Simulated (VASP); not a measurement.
A run of VASP 6.6.1 is set up as follows.

The input INCAR:

```
SYSTEM = GaP
ALGO = Normal
EDIFF = 1E-7
EFERMI = MIDGAP
ENCUT = 580
GGA_COMPAT = .FALSE.
ISMEAR = 0
LASPH = .TRUE.
LCHARG = .FALSE.
LMIXTAU = .TRUE.
LREAL = .FALSE.
LWAVE = .FALSE.
METAGGA = R2SCAN
NBANDS = 31
NELM = 120
PREC = Accurate
SIGMA = 0.03
```

KPOINTS

```
Automatic mesh
0
Gamma
  9 9 9
  0 0 0
```

The input KPOINTS_OPT:

```
path GXWKGLUWLK,UX
32
line-mode
reciprocal
 0.0000000000  0.0000000000  0.0000000000  G
 0.5000000000  0.0000000000  0.5000000000  X

 0.5000000000  0.0000000000  0.5000000000  X
 0.5000000000  0.2500000000  0.7500000000  W

 0.5000000000  0.2500000000  0.7500000000  W
 0.3750000000  0.3750000000  0.7500000000  K

 0.3750000000  0.3750000000  0.7500000000  K
 0.0000000000  0.0000000000  0.0000000000  G

 0.0000000000  0.0000000000  0.0000000000  G
 0.5000000000  0.5000000000  0.5000000000  L

 0.5000000000  0.5000000000  0.5000000000  L
 0.6250000000  0.2500000000  0.6250000000  U

 0.6250000000  0.2500000000  0.6250000000  U
 0.5000000000  0.2500000000  0.7500000000  W

 0.5000000000  0.2500000000  0.7500000000  W
 0.5000000000  0.5000000000  0.5000000000  L

 0.5000000000  0.5000000000  0.5000000000  L
 0.3750000000  0.3750000000  0.7500000000  K

 0.6250000000  0.2500000000  0.6250000000  U
 0.5000000000  0.0000000000  0.5000000000  X
```

POSCAR

```
GaP
1.0
    0.0000000000      2.7252500000      2.7252500000
    2.7252500000      0.0000000000      2.7252500000
    2.7252500000      2.7252500000      0.0000000000
Ga P
1 1
Direct
    0.0000000000      0.0000000000      0.0000000000
    0.7500000000      0.7500000000      0.7500000000
```

Potentials or basis: VASP PAW PBE potentials, release 64 (Ga_d, P).

Run with:

```console
$ cat potpaw_PBE.64/Ga_d/POTCAR potpaw_PBE.64/P/POTCAR > POTCAR
$ mpirun -np 1 vasp_std > vasp.out
```

Question: What does it give for the band gap on the k mesh?

Answer: 1.86 eV (least direct gap 2.34 eV).

Question: What does it give for the pressure?

Answer: -0.1 GPa.

Question: What does it give for the band gap along the path?

Answer: 1.85 eV (least direct gap 2.34 eV).

Levels at the corners of the path, in eV from the valence-band top:
| point | band 7 | band 8 | band 9 | band 10 | band 11 | band 12 |
| --- | --- | --- | --- | --- | --- | --- |
| Γ | 0.00 | 0.00 | 0.00 | 2.34 | 4.19 | 4.19 |
| X | -6.96 | -2.80 | -2.80 | 1.91 | 2.10 | 11.35 |
| X | -6.96 | -2.80 | -2.80 | 1.91 | 2.10 | 11.35 |
| W | -6.74 | -3.70 | -3.54 | 5.04 | 5.31 | 6.57 |
| W | -6.74 | -3.70 | -3.54 | 5.04 | 5.31 | 6.57 |
| K | -6.74 | -4.07 | -2.35 | 2.48 | 5.19 | 8.79 |
| K | -6.74 | -4.07 | -2.35 | 2.48 | 5.19 | 8.79 |
| Γ | 0.00 | 0.00 | 0.00 | 2.34 | 4.19 | 4.19 |
| Γ | 0.00 | 0.00 | 0.00 | 2.34 | 4.19 | 4.19 |
| L | -6.84 | -1.17 | -1.17 | 2.04 | 5.06 | 5.06 |
| L | -6.84 | -1.17 | -1.17 | 2.04 | 5.06 | 5.06 |
| U | -6.74 | -4.07 | -2.35 | 2.48 | 5.19 | 8.79 |
| U | -6.74 | -4.07 | -2.35 | 2.48 | 5.19 | 8.79 |
| W | -6.74 | -3.70 | -3.54 | 5.04 | 5.31 | 6.57 |
| W | -6.74 | -3.70 | -3.54 | 5.04 | 5.31 | 6.57 |
| L | -6.84 | -1.17 | -1.17 | 2.04 | 5.06 | 5.06 |
| L | -6.84 | -1.17 | -1.17 | 2.04 | 5.06 | 5.06 |
| K | -6.74 | -4.07 | -2.35 | 2.48 | 5.19 | 8.79 |
| U | -6.74 | -4.07 | -2.35 | 2.48 | 5.19 | 8.79 |
| X | -6.96 | -2.80 | -2.80 | 1.91 | 2.10 | 11.35 |

Caveat: the PAW data sets were made with another functional, which shifts forces and pressure a little.

**What was measured.**

From “Stacking defects in GaP nanowires: Electronic structure and optical properties”, 2018, arxiv:1810.01194, for a bulk crystal of GaP at 10 K: band gap 2.34 eV (indirect).

Against the measured gap of GaP, 2.34 eV (indirect; 10 K; quoted in “Stacking defects in GaP nanowires: Electronic structure and optical properties”, 2018, arxiv:1810.01194), the calculated 1.85 eV is off by -0.49 eV. Spin-orbit coupling on Ga is left out. The value is that of r2SCAN, without temperature or zero-point motion.
